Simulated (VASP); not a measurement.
Set up this calculation in VASP 6.6.1, as the native input.

| Property | Result |
| --- | --- |
| Task | single point |
| Functional | r2SCAN |
| Dispersion | D3(BJ) |
| Potentials or basis | VASP PAW PBE potentials, release 64 (Pt_sv_GW) |
| Cutoff | 550 eV |
| k mesh | 12 × 12 × 12 |
| Occupations | gaussian, width 0.05 eV |
| Spin | non-collinear spin, zero start, spin-orbit coupling |
| Starting moments | [[0.0, 0.0, 0.0]] μB |
| Dipole correction | no |
| Further INCAR settings | ALGO = Normal; EDIFF = 1e-06; NBANDS = 29 |

The system is Pt.

```
Pt
1.0
     0.00000    1.96104    1.96104
     1.96104    0.00000    1.96104
     1.96104    1.96104    0.00000
Pt
1
Direct
  0.00000 0.00000 0.00000
```

These files were run (other wordings do the same):

POSCAR

```
Pt
1.0
    0.0000000000      1.9610436991      1.9610436991
    1.9610436991      0.0000000000      1.9610436991
    1.9610436991      1.9610436991      0.0000000000
Pt
1
Direct
    0.0000000000      0.0000000000      0.0000000000
```

INCAR.step1

```
PREC     = Accurate       # precision mode
ENCUT    = 550            # plane-wave cutoff, eV
ISMEAR   = 0              # smearing method
SIGMA    = 0.05           # smearing width, eV
LREAL    = False          # projectors in reciprocal space
LASPH    = True           # aspherical terms in the spheres
NELM     = 200            # most SCF steps
MAGMOM   = 0 0 0          # initial moments
LSORBIT  = True           # spin-orbit coupling
GGA_COMPAT= False        
LMAXMIX  = 4              # l up to which the mixer works
NBANDS   = 29             # bands
GGA      = PE             # functional
ALGO     = Normal         # electronic algorithm
EDIFF    = 1E-5           # SCF threshold, eV
LWAVE    = True           # write WAVECAR
LCHARG   = False          # write CHGCAR
```

INCAR.step2

```
PREC     = Accurate       # precision mode
ENCUT    = 550            # plane-wave cutoff, eV
EDIFF    = 1E-6           # SCF threshold, eV
ISMEAR   = 0              # smearing method
SIGMA    = 0.05           # smearing width, eV
LREAL    = False          # projectors in reciprocal space
LASPH    = True           # aspherical terms in the spheres
NELM     = 200            # most SCF steps
ALGO     = Normal         # electronic algorithm
ISIF     = 2              # what is computed and relaxed
LWAVE    = False          # write WAVECAR
LCHARG   = False          # write CHGCAR
MAGMOM   = 0 0 0          # initial moments
LORBIT   = 11             # projections on sites
LSORBIT  = True           # spin-orbit coupling
GGA_COMPAT= False        
LORBMOM  = True         
LMAXMIX  = 4              # l up to which the mixer works
METAGGA  = R2SCAN         # meta-GGA
LMIXTAU  = True         
IVDW     = 12             # dispersion correction
VDW_S6   = 1.0          
VDW_S8   = 0.78981345   
VDW_A1   = 0.49484001   
VDW_A2   = 5.73083694   
NBANDS   = 29             # bands
ISTART   = 1
```

KPOINTS

```
Automatic mesh
0
Gamma
  12 12 12
```

Potentials or basis: VASP PAW PBE potentials, release 64 (Pt_sv_GW).

The run is started by

```sh
$ cat potpaw_PBE.64/Pt_sv_GW/POTCAR > POTCAR
$ cp INCAR.step1 INCAR
$ mpirun -np 1 vasp_ncl > vasp.out
$ cp INCAR.step2 INCAR
$ mpirun -np 1 vasp_ncl > vasp.out
```

It gave:

```json
{
 "Pressure": "-0.7 GPa",
 "Net moment": "0.00 μB per cell",
 "Valence electrons inside the program's atomic spheres": "Pt 18.00",
 "Dispersion energy per atom": "-0.368 eV"
}
```

Caveat: the PAW data sets were made with another functional, which shifts forces and pressure a little.

It took 11 min on 1 thread of AMD EPYC 7R43 64-Core Processor (Zen 3) (shared host), peak memory 0.22 GiB.
